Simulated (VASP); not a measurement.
# Sb2As (Pnnm) in VASP: a series of runs

The runs below take Sb2As through single point, relaxation of cell and atoms, with PBE.

All numbers are computed with VASP 6.6.1; they aren't measurements. Logs are shortened: lines on timing, memory, paths and dates and some standing lists are left out, and cuts for length are marked.

### 1 The cell of the first run

Symmetry: Pnnm, No. 58, orthorhombic system. The conventional cell has a = 5.956 Å, b = 7.513 Å, c = 3.796 Å, α = 90.00°, β = 90.00°, γ = 90.00°. Within 4.0 Å of Sb (site symmetry m) lie 3 As at 2.89 to 2.94 Å and 7 Sb at 2.90 to 3.94 Å. Within 3.8 Å of As (site symmetry 2/m) lie 6 Sb at 2.89 to 2.94 Å and 2 As at 3.80 Å.

### 2 Single point, PBE

Input file INCAR:

```
SYSTEM = Sb2As
PREC     = Accurate       ! precision mode
ENCUT    = 520            ! plane-wave cutoff, eV
EDIFF    = 1E-6           ! SCF threshold, eV
ISMEAR   = 0              ! smearing method
SIGMA    = 0.1            ! smearing width, eV
LREAL    = .FALSE.        ! projectors in reciprocal space
LASPH    = .TRUE.         ! aspherical terms in the spheres
NELM     = 60             ! most SCF steps
ALGO     = Normal         ! electronic algorithm
ISIF     = 2              ! what is computed and relaxed
LWAVE    = .FALSE.        ! write WAVECAR
LCHARG   = .FALSE.        ! write CHGCAR
GGA      = PE             ! functional
NBANDS   = 24             ! bands
```

Input file KPOINTS:

```
Automatic mesh
0
G
  6 6 10
  0 0 0
```

Input file POSCAR:

```
Sb2As
1.0
    5.9559254895      0.0000000000      0.0000000000
    0.0000000000      7.5132687330      0.0000000000
    0.0000000000      0.0000000000      3.7955578130
Sb As
4 2
Direct
    0.1754636623      0.3659502696      0.0000000000
    0.8245363377      0.6340497304      0.0000000000
    0.6754636623      0.1340497304      0.5000000000
    0.3245363377      0.8659502696      0.5000000000
    0.0000000000      0.0000000000      0.0000000000
    0.5000000000      0.5000000000      0.5000000000
```

Potentials or basis: VASP PAW PBE potentials, release 64 (Sb, As).

On the command line:

```bash
$ cat potpaw_PBE.64/Sb/POTCAR potpaw_PBE.64/As/POTCAR > POTCAR
$ mpirun -np 1 vasp_std > vasp.out
```

OUTCAR:

```text
SYSTEM = Sb2As
   PREC = Accurate
   ENCUT = 520
   EDIFF = 1E-6
   ISMEAR = 0
   LREAL = .FALSE.
   LASPH = .TRUE.
   NELM = 60
   ISIF = 2
   GGA = PE

 ion  position               nearest neighbor table
   1  0.175  0.366  0.000-   6 2.89   6 2.89   2 2.90   5 2.94
   2  0.825  0.634  0.000-   6 2.89   6 2.89   1 2.90   5 2.94
   3  0.675  0.134  0.500-   5 2.89   5 2.89   4 2.90   6 2.94
   4  0.325  0.866  0.500-   5 2.89   5 2.89   3 2.90   6 2.94
   5  0.000  0.000  0.000-   3 2.89   4 2.89   3 2.89   4 2.89   1 2.94   2 2.94
   6  0.500  0.500  0.500-   1 2.89   2 2.89   1 2.89   2 2.89   3 2.94   4 2.94

  LATTYP: Found a simple orthorhombic cell.
 ALAT       =     3.7955578130
 B/A-ratio  =     1.5691831828
 C/A-ratio  =     1.9794899994

  Lattice vectors:

 A1 = (   0.0000000000,   0.0000000000,   3.7955578130)
 A2 = (   5.9559254895,   0.0000000000,   0.0000000000)
 A3 = (   0.0000000000,   7.5132687330,   0.0000000000)

Analysis of symmetry for initial positions (statically):
=====================================================================
 Subroutine PRICEL returns:
 Original cell was already a primitive cell.

 Routine SETGRP: Setting up the symmetry group for a
 simple orthorhombic supercell.

 Subroutine GETGRP returns: Found  8 space group operations
 (whereof  4 operations were pure point group operations)
 out of a pool of  8 trial point group operations.

The static configuration has the point symmetry C_2h.
 The point group associated with its full space group is D_2h.

Analysis of symmetry for dynamics (positions and initial velocities):
=====================================================================
 Subroutine PRICEL returns:
 Original cell was already a primitive cell.

 Routine SETGRP: Setting up the symmetry group for a
 simple orthorhombic supercell.

 Subroutine GETGRP returns: Found  8 space group operations
 (whereof  4 operations were pure point group operations)
 out of a pool of  8 trial point group operations.

The dynamic configuration has the point symmetry C_2h.
 The point group associated with its full space group is D_2h.

 Subroutine INISYM returns: Found  8 space group operations
 (whereof  4 operations are pure point group operations),
 and found     1 'primitive' translations

----------------------------------------------------------------------------------------

                                     Primitive cell

  volume of cell :     169.8454

  direct lattice vectors                    reciprocal lattice vectors
     5.955925490  0.000000000  0.000000000     0.167900019  0.000000000  0.000000000
     0.000000000  7.513268733  0.000000000     0.000000000  0.133097861  0.000000000
     0.000000000  0.000000000  3.795557813     0.000000000  0.000000000  0.263465885

  length of vectors
     5.955925490  7.513268733  3.795557813     0.167900019  0.133097861  0.263465885

  position of ions in fractional coordinates (direct lattice)
     0.175463662  0.365950270  0.000000000
     0.824536338  0.634049730  0.000000000
     0.675463662  0.134049730  0.500000000
     0.324536338  0.865950270  0.500000000
     0.000000000  0.000000000  0.000000000
     0.500000000  0.500000000  0.500000000

  ion indices of the primitive-cell ions
   primitive index   ion index
                 1           1
                 2           2
                 3           3
                 4           4
                 5           5
                 6           6

----------------------------------------------------------------------------------------

 KPOINTS: Automatic mesh

Automatic generation of k-mesh.
 Grid dimensions read from file:
 generate k-points for:    6    6   10

 Generating k-lattice:

  Cartesian coordinates                     Fractional coordinates (reciprocal lattice)
     0.027983336  0.000000000  0.000000000     0.166666667  0.000000000  0.000000000
     0.000000000  0.022182977  0.000000000     0.000000000  0.166666667  0.000000000
     0.000000000  0.000000000  0.026346589     0.000000000  0.000000000  0.100000000

  Length of vectors
     0.027983336  0.022182977  0.026346589

  Shift w.r.t. Gamma in fractional coordinates (k-lattice)
     0.000000000  0.000000000  0.000000000

 Subroutine IBZKPT returns following result:
 ===========================================

 Found     96 irreducible k-points:

 Following reciprocal coordinates:
            Coordinates               Weight
  0.000000  0.000000  0.000000      1.000000
  0.166667  0.000000  0.000000      2.000000
  0.333333  0.000000  0.000000      2.000000
  0.500000  0.000000  0.000000      1.000000
  0.000000  0.166667  0.000000      2.000000
  0.166667  0.166667  0.000000      4.000000
[... 16 lines left out ...]
  0.333333  0.166667  0.100000      8.000000
  0.500000  0.166667  0.100000      4.000000
 [... further k-points ...]
   k-points           NKPTS =     96   k-points in BZ     NKDIM =     96   number of bands    NBANDS=     24
   number of dos      NEDOS =    301   number of ions     NIONS =      6
   total plane-waves  NPLWV =  75264
   dimension x,y,z NGX =    48 NGY =   56 NGZ =   28
   dimension x,y,z NGXF=    96 NGYF=  112 NGZF=   56
   ions per type =               4   2
   NGX,Y,Z   is equivalent  to a cutoff of  13.40, 12.39, 12.26 a.u.
   NGXF,Y,Z  is equivalent  to a cutoff of  26.80, 24.78, 24.53 a.u.
 SYSTEM =  Sb2As
   PREC   = accura    normal or accurate (medium, high low for compatibility)
   ISTART =      0    job   : 0-new  1-cont  2-samecut
   ICHARG =      2    charge: 1-file 2-atom 10-const
   ISPIN  =      1    spin polarized calculation?
   LNONCOLLINEAR =      F non collinear calculations
   LSORBIT =      F    spin-orbit coupling
   LASPH  =      T    aspherical Exc in radial PAW
   ENCUT  =  520.0 eV  38.22 Ry    6.18 a.u.  11.07 13.97  7.06*2*pi/ulx,y,z
   NELM   =     60;   NELMIN=  2; NELMDL= -5     # of ELM steps
   EDIFF  = 0.1E-05   stopping-criterion for ELM
   LREAL  =      F    real-space projection
   EDIFFG = 0.1E-04   stopping-criterion for IOM
   NSW    =      0    number of steps for IOM
   IBRION =     -1    ionic relax: 0-MD 1-quasi-New 2-CG
   NFREE  =      0    steps in history (QN), initial steepest desc. (CG)
   ISIF   =      2    stress and relaxation
   ISYM   =      2    0-nonsym 1-usesym 2-fastsym
   POTIM  = 0.5000    time-step for ionic-motion
   TEBEG  =    0.0;   TEEND  =   0.0 temperature during run
   PSTRESS=    0.0 pullay stress
   NELECT =      30.0000    total number of electrons
   NUPDOWN=      -1.0000    fix difference up-down
   EMIN   =  10.00;   EMAX   =-10.00  energy-range for DOS
   EFERMI =   0.00;   METHOD = LEGACY
   ISMEAR =     0;   SIGMA  =   0.10  broadening in eV -4-tet -1-fermi 0-gaus
   EFERMI_NEDOS =   21; number of points for ismear=-14 and -15
   IALGO  =     38    algorithm
   IMIX   =      4    mixing-type and parameters
     AMIX     =   0.40;   BMIX     =  1.00
     AMIX_MAG =   1.60;   BMIX_MAG =  1.00
  volume/ion in A,a.u.               =      28.31       191.03
  Fermi-wavevector in a.u.,A,eV,Ry     =   0.918538  1.735786 11.479410  0.843713
  Thomas-Fermi vector in A             =   2.043631
   LORBIT       =      0    0 simple, 1 ext, 2 COOP (PROOUT), +10 PAW based schemes
   GGA     = PE    functional components
   LHFCALC =     F    Hartree Fock is set to
   AEXX    =    0.0000 exact exchange contribution
   IVDW    =     0    specifies the selected vdW correction
   LEPSILON=     F    determine dielectric tensor
   LRPA    =     F    only Hartree local field effects (RPA)
 non-spin polarized calculation
 Gauss-broadening in eV      SIGMA  =   0.10
  energy-cutoff  :      520.00
  volume of cell :      169.85
 maximum number of plane-waves:      4598
 NGX is ok and might be reduce to    48
   NGX = 23   NGY = 27   NGZ = 15

 number of electron      29.9999999 magnetization

 Free energy of the ion-electron system (eV)
  ---------------------------------------------------
  ext. energy  EPLUGINS =         0.00000000
  ---------------------------------------------------
  free energy    TOTEN  =       -24.82176731 eV

  energy without entropy =      -24.80917429  energy(sigma->0) =      -24.81547080

 E-fermi :   6.1683     XC(G=0):  -9.5300

 val. band max:        6.1570053703   @ k =   0.5000   0.1667   0.1000
 cond. band min:       6.1830354273   @ k =   0.3333   0.1667   0.1000
 fundamental gap:      0.0260300570
 Fermi energy:         6.1682894547

 k-point     1 :       0.0000    0.0000    0.0000
  band No.  band energies     occupation
      1      -6.9164      2.00000
      2      -5.6239      2.00000
      3      -3.3347      2.00000
      4      -3.0273      2.00000
      5      -2.6074      2.00000
      6      -1.7658      2.00000
[... 16 lines left out ...]
     23       9.7882      0.00000
     24      10.4982      0.00000

 k-point     2 :       0.1667    0.0000    0.0000
  band No.  band energies     occupation
      1      -6.8234      2.00000
      2      -5.6370      2.00000
      3      -3.6670      2.00000
      4      -3.4191      2.00000
      5      -1.9198      2.00000
      6      -1.8510      2.00000
[... 16 lines left out ...]
     23       9.4110      0.00000
     24      10.0004      0.00000

 k-point     3 :       0.3333    0.0000    0.0000
  band No.  band energies     occupation
      1      -6.5555      2.00000
      2      -5.7879      2.00000
      3      -4.0972      2.00000
      4      -3.6950      2.00000
      5      -1.8477      2.00000
      6      -1.4941      2.00000
[... 16 lines left out ...]
     23       9.7462      0.00000
     24       9.8243      0.00000

 k-point     4 :       0.5000    0.0000    0.0000
  band No.  band energies     occupation
      1      -6.1612      2.00000
      2      -6.1612      2.00000
      3      -4.0219      2.00000
      4      -4.0219      2.00000
      5      -1.6330      2.00000
      6      -1.6330      2.00000
[... 16 lines left out ...]
     23      10.1672      0.00000
     24      10.1672      0.00000

 k-point     5 :       0.0000    0.1667    0.0000
  band No.  band energies     occupation
      1      -6.8581      2.00000
      2      -5.7679      2.00000
      3      -3.2147      2.00000
      4      -2.9416      2.00000
      5      -2.6045      2.00000
      6      -1.8979      2.00000
[... 16 lines left out ...]
     23       9.6438      0.00000
     24      10.3287      0.00000

 k-point     6 :       0.1667    0.1667    0.0000
  band No.  band energies     occupation
      1      -6.7668      2.00000
      2      -5.7555      2.00000
      3      -3.7265      2.00000
      4      -3.2822      2.00000
      5      -2.0720      2.00000
      6      -1.6613      2.00000
[... 16 lines left out ...]
     23       9.6411      0.00000
     24      10.0576      0.00000
[... 379 lines left out ...]
 k-point    21 :       0.0000    0.1667    0.1000
  band No.  band energies     occupation
      1      -6.7714      2.00000
      2      -5.6860      2.00000
      3      -3.1669      2.00000
      4      -2.9218      2.00000
      5      -2.5355      2.00000
      6      -1.9066      2.00000
[... 16 lines left out ...]
     23       9.8735      0.00000
     24      10.4118      0.00000

 k-point    22 :       0.1667    0.1667    0.1000
  band No.  band energies     occupation
      1      -6.6809      2.00000
      2      -5.6753      2.00000
      3      -3.6765      2.00000
      4      -3.2098      2.00000
      5      -2.0655      2.00000
      6      -1.6636      2.00000
[... 16 lines left out ...]
     23       9.9075      0.00000
     24      10.3297      0.00000

 k-point    23 :       0.3333    0.1667    0.1000
  band No.  band energies     occupation
      1      -6.4225      2.00000
      2      -5.7494      2.00000
      3      -4.1340      2.00000
      4      -3.6756      2.00000
      5      -1.7257      2.00000
      6      -1.2815      2.00000
[... 16 lines left out ...]
     23      10.0109      0.00000
     24      10.3983      0.00000

 k-point    24 :       0.5000    0.1667    0.1000
  band No.  band energies     occupation
      1      -6.0547      2.00000
      2      -6.0547      2.00000
      3      -4.0760      2.00000
      4      -4.0760      2.00000
      5      -1.3991      2.00000
      6      -1.3991      2.00000
[... 16 lines left out ...]
     23      10.3547      0.00000
     24      10.3547      0.00000

 [... further k-points ...]
[... 5 lines left out ...]
  --------------------------------------------------------------------------------------
  -------------------------------------------------------------------------------------
  Total       -0.0121643      0.0008164     -0.0619818      0.0000000      0.0000000      0.0000000
  in kB       -0.1147480      0.0077013     -0.5846835      0.0000000      0.0000000      0.0000000
  external PRESSURE =      -0.2305767 kB  Pullay stress =       0.0000000 kB

 VOLUME and BASIS-vectors are now :
 -----------------------------------------------------------------------------
  energy-cutoff  :      520.00
  volume of cell :      169.85
      direct lattice vectors                 reciprocal lattice vectors
     5.955925490  0.000000000  0.000000000     0.167900019  0.000000000  0.000000000
     0.000000000  7.513268733  0.000000000     0.000000000  0.133097861  0.000000000
     0.000000000  0.000000000  3.795557813     0.000000000  0.000000000  0.263465885

 POSITION                                       TOTAL-FORCE (eV/Angst)
 -----------------------------------------------------------------------------------
      1.04505      2.74948      0.00000         0.006508     -0.001806      0.000000
      4.91088      4.76379      0.00000        -0.006508      0.001806      0.000000
      4.02301      1.00715      1.89778         0.006508      0.001806      0.000000
      1.93291      6.50612      1.89778        -0.006508     -0.001806      0.000000
      0.00000      0.00000      0.00000         0.000000      0.000000      0.000000
      2.97796      3.75663      1.89778         0.000000      0.000000      0.000000
 -----------------------------------------------------------------------------------
    total drift:                                0.000000     -0.000000     -0.000000

  FREE ENERGIE OF THE ION-ELECTRON SYSTEM (eV)
  ---------------------------------------------------
  free  energy   TOTEN  =       -24.8217673085 eV

  energy  without entropy=      -24.8091742862  energy(sigma->0) =      -24.81547080
```

Wall time 1.9 min (1 thread of Intel Xeon 6975P-C (Granite Rapids), shared host); peak memory 0.48 GiB.

What came out:

```
Free energy            : -24.8218 eV
Pressure               : 0.0 GPa
Largest force          : 0.007 eV/Å
Band gap on the k mesh : zero (bands 15 and 16 overlap by 3.31 eV)
```

Forces in eV/Å, atoms in the order of the input:
```
Sb   0.007 -0.002  0.000
Sb  -0.007  0.002  0.000
Sb   0.007  0.002  0.000
Sb  -0.007 -0.002  0.000
As   0.000  0.000  0.000
As   0.000  0.000  0.000
```

Levels at points of the mesh, in eV from the Fermi level:
```
           k point  band 12  band 13  band 14  band 15  band 16  band 17  band 18  band 19
(0.00, 0.00, 0.00)    -0.98    -0.18     0.66     0.71     1.08     1.41     2.07     2.10
(0.50, 0.00, 0.00)    -1.40    -0.82    -0.82     0.78     0.78     1.03     1.03     1.76
(0.00, 0.50, 0.00)    -1.68    -1.46    -1.46     2.04     2.04     2.27     2.27     2.62
(0.50, 0.50, 0.00)    -1.33    -1.01    -1.01     0.50     0.50     1.83     1.83     2.16
(0.00, 0.00, 0.50)    -2.76    -2.07    -2.07    -1.27    -1.27     0.45     0.45     1.87
(0.50, 0.00, 0.50)    -2.79    -0.17    -0.17    -0.07    -0.07     0.75     0.75     1.63
(0.00, 0.50, 0.50)    -3.14    -2.58    -2.58    -0.97    -0.97     1.19     1.19     2.13
(0.50, 0.50, 0.50)    -3.14    -1.22    -1.22    -0.78    -0.78     1.43     1.43     2.25
```

Caveat: spin-orbit coupling is left out, which moves the levels of the heavy elements.

(Continued in part 2 of 2.)

The gap in the log of VASP goes by the Fermi energy; the results here count the filled bands.